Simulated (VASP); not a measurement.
# Ru (P2_1/m) in VASP: single point with PBE

Aim: the single point of Ru with PBE.

Everything below comes from runs of VASP 6.6.1. Logs are shortened: lines on timing, memory, paths and dates and some standing lists are left out, and cuts for length are marked.

### Step 1. The cell of the first run

Symmetry: P2_1/m, No. 11, monoclinic system. The conventional cell has a = 2.706 Å, b = 4.282 Å, c = 2.706 Å, α = 90.00°, β = 120.00°, γ = 90.00°. Within 3.3 Å of Ru (site symmetry m) lie 12 Ru at 2.50 to 2.91 Å.

### Step 2. Single point, PBE (atom 1 (Ru) moved by (-0.300, +0.300) A along x and y)

The input, INCAR:

```
SYSTEM = Ru
PREC     = Accurate       ! precision mode
ENCUT    = 500            ! plane-wave cutoff, eV
EDIFF    = 1E-6           ! SCF threshold, eV
ISMEAR   = 0              ! smearing method
SIGMA    = 0.15           ! smearing width, eV
LREAL    = .False.        ! projectors in reciprocal space
LASPH    = .True.         ! aspherical terms in the spheres
NELM     = 120            ! most SCF steps
ALGO     = Normal         ! electronic algorithm
ISIF     = 2              ! what is computed and relaxed
LWAVE    = .False.        ! write WAVECAR
LCHARG   = .False.        ! write CHGCAR
GGA      = PE             ! functional
NBANDS   = 21             ! bands
GGA_COMPAT= .False.
```

The input, KPOINTS:

```
regular mesh
0
Gamma
  24 24 12
  0 0 0
```

The input, POSCAR:

```
Ru
1.0
    2.7057993342      0.0000000000      0.0000000000
   -1.3528996671      2.3432909610      0.0000000000
    0.0000000000      0.0000000000      4.2819000000
Ru
2
Direct
    0.2864729037      0.7946917412      0.2500000000
    0.6666666667      0.3333333333      0.7500000000
```

Potentials or basis: VASP PAW PBE potentials, release 64 (Ru_pv).

The run is started by

```sh
$ cat potpaw_PBE.64/Ru_pv/POTCAR > POTCAR
$ mpirun -np 1 vasp_std > vasp.out
```

OUTCAR:

```text
SYSTEM = Ru
   PREC = Accurate
   ENCUT = 500
   EDIFF = 1E-6
   ISMEAR = 0
   LREAL = .False.
   LASPH = .True.
   NELM = 120
   ISIF = 2
   GGA = PE

 ion  position               nearest neighbor table
   1  0.286  0.795  0.250-   2 2.50   2 2.50   2 2.62   2 2.62   2 2.91   2 2.91
   2  0.667  0.333  0.750-   1 2.50   1 2.50   1 2.62   1 2.62   1 2.91   1 2.91

  LATTYP: Found a hexagonal cell.
 ALAT       =     2.7057993342
 C/A-ratio  =     1.5824898565

  Lattice vectors:

 A1 = (   2.7057993342,   0.0000000000,   0.0000000000)
 A2 = (  -1.3528996671,   2.3432909610,   0.0000000000)
 A3 = (   0.0000000000,   0.0000000000,   4.2819000000)

Analysis of symmetry for initial positions (statically):
=====================================================================
 Subroutine PRICEL returns:
 Original cell was already a primitive cell.

 Routine SETGRP: Setting up the symmetry group for a
 hexagonal supercell.

 Subroutine GETGRP returns: Found  4 space group operations
 (whereof  1 operations were pure point group operations)
 out of a pool of 24 trial point group operations.

The static configuration has the point symmetry C_1 .
 The point group associated with its full space group is C_2h.

Analysis of symmetry for dynamics (positions and initial velocities):
=====================================================================
 Subroutine PRICEL returns:
 Original cell was already a primitive cell.

 Routine SETGRP: Setting up the symmetry group for a
 hexagonal supercell.

 Subroutine GETGRP returns: Found  4 space group operations
 (whereof  1 operations were pure point group operations)
 out of a pool of 24 trial point group operations.

The dynamic configuration has the point symmetry C_1 .
 The point group associated with its full space group is C_2h.

 Subroutine INISYM returns: Found  4 space group operations
 (whereof  1 operations are pure point group operations),
 and found     1 'primitive' translations

----------------------------------------------------------------------------------------

                                     Primitive cell

  volume of cell :      27.1493

  direct lattice vectors                    reciprocal lattice vectors
     2.705799334  0.000000000  0.000000000     0.369576556  0.213375124  0.000000000
    -1.352899667  2.343290961  0.000000000     0.000000000  0.426750249  0.000000000
     0.000000000  0.000000000  4.281900000     0.000000000  0.000000000  0.233541185

  length of vectors
     2.705799334  2.705799334  4.281900000     0.426750249  0.426750249  0.233541185

  position of ions in fractional coordinates (direct lattice)
     0.286472904  0.794691741  0.250000000
     0.666666667  0.333333333  0.750000000

  ion indices of the primitive-cell ions
   primitive index   ion index
                 1           1
                 2           2

----------------------------------------------------------------------------------------

 KPOINTS: regular mesh

Automatic generation of k-mesh.
 Grid dimensions read from file:
 generate k-points for:   24   24   12

 Generating k-lattice:

  Cartesian coordinates                     Fractional coordinates (reciprocal lattice)
     0.015399023  0.008890630  0.000000000     0.041666667  0.000000000  0.000000000
     0.000000000  0.017781260  0.000000000     0.000000000  0.041666667  0.000000000
     0.000000000  0.000000000  0.019461765     0.000000000  0.000000000  0.083333333

  Length of vectors
     0.017781260  0.017781260  0.019461765

  Shift w.r.t. Gamma in fractional coordinates (k-lattice)
     0.000000000  0.000000000  0.000000000

 Subroutine IBZKPT returns following result:
 ===========================================

 Found   2030 irreducible k-points:

 Following reciprocal coordinates:
            Coordinates               Weight
  0.000000  0.000000  0.000000      1.000000
  0.041667  0.000000  0.000000      2.000000
  0.000000  0.041667  0.000000      2.000000
 -0.041667  0.041667  0.000000      2.000000
  0.083333  0.000000  0.000000      2.000000
  0.000000  0.083333  0.000000      2.000000
[... 16 lines left out ...]
  0.333333  0.000000  0.000000      2.000000
  0.000000  0.333333  0.000000      2.000000
 [... further k-points ...]
   k-points           NKPTS =   2030   k-points in BZ     NKDIM =   2030   number of bands    NBANDS=     21
   number of dos      NEDOS =    301   number of ions     NIONS =      2
   total plane-waves  NPLWV =  12800
   dimension x,y,z NGX =    20 NGY =   20 NGZ =   32
   dimension x,y,z NGXF=    40 NGYF=   40 NGZF=   64
   ions per type =               2
   NGX,Y,Z   is equivalent  to a cutoff of  12.29, 12.29, 12.42 a.u.
   NGXF,Y,Z  is equivalent  to a cutoff of  24.58, 24.58, 24.85 a.u.
 SYSTEM =  Ru
   PREC   = accura    normal or accurate (medium, high low for compatibility)
   ISTART =      0    job   : 0-new  1-cont  2-samecut
   ICHARG =      2    charge: 1-file 2-atom 10-const
   ISPIN  =      1    spin polarized calculation?
   LNONCOLLINEAR =      F non collinear calculations
   LSORBIT =      F    spin-orbit coupling
   LASPH  =      T    aspherical Exc in radial PAW
   ENCUT  =  500.0 eV  36.75 Ry    6.06 a.u.   4.93  4.93  7.81*2*pi/ulx,y,z
   NELM   =    120;   NELMIN=  2; NELMDL= -5     # of ELM steps
   EDIFF  = 0.1E-05   stopping-criterion for ELM
   LREAL  =      F    real-space projection
   EDIFFG = 0.1E-04   stopping-criterion for IOM
   NSW    =      0    number of steps for IOM
   IBRION =     -1    ionic relax: 0-MD 1-quasi-New 2-CG
   NFREE  =      0    steps in history (QN), initial steepest desc. (CG)
   ISIF   =      2    stress and relaxation
   ISYM   =      2    0-nonsym 1-usesym 2-fastsym
   POTIM  = 0.5000    time-step for ionic-motion
   TEBEG  =    0.0;   TEEND  =   0.0 temperature during run
   PSTRESS=    0.0 pullay stress
   NELECT =      28.0000    total number of electrons
   NUPDOWN=      -1.0000    fix difference up-down
   EMIN   =  10.00;   EMAX   =-10.00  energy-range for DOS
   EFERMI =   0.00;   METHOD = LEGACY
   ISMEAR =     0;   SIGMA  =   0.15  broadening in eV -4-tet -1-fermi 0-gaus
   EFERMI_NEDOS =   21; number of points for ismear=-14 and -15
   IALGO  =     38    algorithm
   IMIX   =      4    mixing-type and parameters
     AMIX     =   0.40;   BMIX     =  1.00
     AMIX_MAG =   1.60;   BMIX_MAG =  1.00
  volume/ion in A,a.u.               =      13.57        91.61
  Fermi-wavevector in a.u.,A,eV,Ry     =   1.654022  3.125649 37.222686  2.735790
  Thomas-Fermi vector in A             =   2.742361
   LORBIT       =      0    0 simple, 1 ext, 2 COOP (PROOUT), +10 PAW based schemes
   GGA     = PE    functional components
   LHFCALC =     F    Hartree Fock is set to
   AEXX    =    0.0000 exact exchange contribution
   IVDW    =     0    specifies the selected vdW correction
   LEPSILON=     F    determine dielectric tensor
   LRPA    =     F    only Hartree local field effects (RPA)
 non-spin polarized calculation
 Gauss-broadening in eV      SIGMA  =   0.15
  energy-cutoff  :      500.00
  volume of cell :       27.15
 maximum number of plane-waves:       708
   NGX =  9   NGY =  9   NGZ = 15

 number of electron      28.0000008 magnetization

 Free energy of the ion-electron system (eV)
  ---------------------------------------------------
  ext. energy  EPLUGINS =         0.00000000
  ---------------------------------------------------
  free energy    TOTEN  =       -17.85111288 eV

  energy without entropy =      -17.82448361  energy(sigma->0) =      -17.83779824

 E-fermi :  12.9598     XC(G=0): -14.1039

 val. band max:       12.9597240976   @ k =   0.5000  -0.0833  -0.3333
 cond. band min:      12.9603308868   @ k =   0.3333   0.3333   0.2500
 fundamental gap:      0.0006067892
 Fermi energy:        12.9598482642

 k-point     1 :       0.0000    0.0000    0.0000
  band No.  band energies     occupation
      1     -30.8542      2.00000
      2     -29.9024      2.00000
      3     -29.7086      2.00000
      4     -29.6771      2.00000
      5     -29.5837      2.00000
      6     -29.5560      2.00000
[... 13 lines left out ...]
     20      23.3920      0.00000
     21      23.4626      0.00000

 k-point     2 :       0.0417    0.0000    0.0000
  band No.  band energies     occupation
      1     -30.8478      2.00000
      2     -29.9111      2.00000
      3     -29.7141      2.00000
      4     -29.6847      2.00000
      5     -29.5944      2.00000
      6     -29.5594      2.00000
[... 13 lines left out ...]
     20      23.3920      0.00000
     21      23.4536      0.00000

 k-point     3 :       0.0000    0.0417    0.0000
  band No.  band energies     occupation
      1     -30.8474      2.00000
      2     -29.9129      2.00000
      3     -29.7158      2.00000
      4     -29.6804      2.00000
      5     -29.5952      2.00000
      6     -29.5598      2.00000
[... 13 lines left out ...]
     20      23.3920      0.00000
     21      23.4531      0.00000

 k-point     4 :      -0.0417    0.0417    0.0000
  band No.  band energies     occupation
      1     -30.8504      2.00000
      2     -29.9059      2.00000
      3     -29.7267      2.00000
      4     -29.6848      2.00000
      5     -29.5864      2.00000
      6     -29.5563      2.00000
[... 13 lines left out ...]
     20      23.3920      0.00000
     21      23.4558      0.00000

 k-point     5 :       0.0833    0.0000    0.0000
  band No.  band energies     occupation
      1     -30.8285      2.00000
      2     -29.9374      2.00000
      3     -29.7323      2.00000
      4     -29.7068      2.00000
      5     -29.6224      2.00000
      6     -29.5697      2.00000
[... 13 lines left out ...]
     20      23.3920      0.00000
     21      23.4338      0.00000
[... 382 lines left out ...]
     20      23.3919      0.00000
     21      23.3978      0.00000

 k-point    22 :      -0.2917    0.2917    0.0000
  band No.  band energies     occupation
      1     -30.7091      2.00000
      2     -30.2642      2.00000
      3     -30.0713      2.00000
      4     -30.0127      2.00000
      5     -29.6819      2.00000
      6     -29.5736      2.00000
[... 13 lines left out ...]
     20      23.3917      0.00000
     21      23.3956      0.00000

 k-point    23 :       0.3333    0.0000    0.0000
  band No.  band energies     occupation
      1     -30.5067      2.00000
      2     -30.3635      2.00000
      3     -30.2140      2.00000
      4     -29.9105      2.00000
      5     -29.7725      2.00000
      6     -29.7680      2.00000
[... 13 lines left out ...]
     20      23.3915      0.00000
     21      23.3935      0.00000

 k-point    24 :       0.0000    0.3333    0.0000
  band No.  band energies     occupation
      1     -30.4745      2.00000
      2     -30.3818      2.00000
      3     -30.2269      2.00000
      4     -29.9115      2.00000
      5     -29.8022      2.00000
      6     -29.7423      2.00000
[... 13 lines left out ...]
     20      23.3915      0.00000
     21      23.3926      0.00000

 [... further k-points ...]

------------------------ aborting loop because EDIFF is reached ----------------------------------------

  FORCE on cell =-STRESS in cart. coord.  units (eV):
  Direction    XX          YY          ZZ          XY          YZ          ZX
  --------------------------------------------------------------------------------------
  -------------------------------------------------------------------------------------
  Total        0.1795070      2.0116138      3.8005020      1.0163447      0.0000000      0.0000000
  in kB       10.5933607    118.7126143    224.2813811     59.9781831      0.0000000      0.0000000
  external PRESSURE =     117.8624520 kB  Pullay stress =       0.0000000 kB

 VOLUME and BASIS-vectors are now :
 -----------------------------------------------------------------------------
  energy-cutoff  :      500.00
  volume of cell :       27.15
      direct lattice vectors                 reciprocal lattice vectors
     2.705799334  0.000000000  0.000000000     0.369576556  0.213375124  0.000000000
    -1.352899667  2.343290961  0.000000000     0.000000000  0.426750249  0.000000000
     0.000000000  0.000000000  4.281900000     0.000000000  0.000000000  0.233541185

 POSITION                                       TOTAL-FORCE (eV/Angst)
 -----------------------------------------------------------------------------------
     -0.30000      1.86219      1.07048         1.956575     -1.696282     -0.000000
      1.35290      0.78110      3.21143        -1.956575      1.696282      0.000000
 -----------------------------------------------------------------------------------
    total drift:                               -0.000007     -0.000007      0.000000

  FREE ENERGIE OF THE ION-ELECTRON SYSTEM (eV)
  ---------------------------------------------------
  free  energy   TOTEN  =       -17.8511128759 eV

  energy  without entropy=      -17.8244836130  energy(sigma->0) =      -17.83779824
```

Wall time 7.2 min (1 thread of AMD EPYC 9R14 (Zen 4), shared host); peak memory 0.82 GiB.

What came out:

```
Free energy            : -17.8511 eV
Pressure               : 11.8 GPa
Largest force          : 2.590 eV/Å
Band gap on the k mesh : zero (bands 14 and 15 overlap by 2.98 eV)
```

Forces on the atoms (eV/Å):
```
Ru   1.957 -1.696  0.000
Ru  -1.957  1.696  0.000
```

Levels at points of the mesh, in eV from the Fermi level:
```csv
k point,band 11,band 12,band 13,band 14,band 15,band 16,band 17,band 18
"(0.00, 0.00, 0.00)",-2.45,-2.11,-1.76,-1.43,-0.39,0.06,1.20,2.26
"(0.50, 0.00, 0.00)",-2.36,-2.20,-2.16,0.48,1.40,1.73,4.27,5.70
"(0.00, 0.50, 0.00)",-2.64,-2.52,-1.99,0.95,1.27,1.87,4.84,5.08
"(0.50, 0.50, 0.00)",-1.46,-0.79,-0.41,1.37,1.78,2.12,2.78,7.07
"(0.00, 0.00, 0.50)",-2.75,-2.75,-2.45,-2.45,-0.08,-0.08,0.39,0.39
"(0.50, 0.00, 0.50)",-0.61,-0.61,1.06,1.06,1.60,1.60,3.05,3.05
"(0.00, 0.50, 0.50)",-0.70,-0.70,1.47,1.47,1.67,1.67,2.41,2.41
"(0.50, 0.50, 0.50)",-1.46,-1.46,-0.66,-0.66,1.62,1.62,4.79,4.79
```

Caveat: the cell differs from its parent crystal (atom 1 (Ru) moved by (-0.300, +0.300) A along x and y); the cell stands under pressure; forces of over 1 eV/Å act on the atoms, so gaps and moduli don't describe the material at rest.
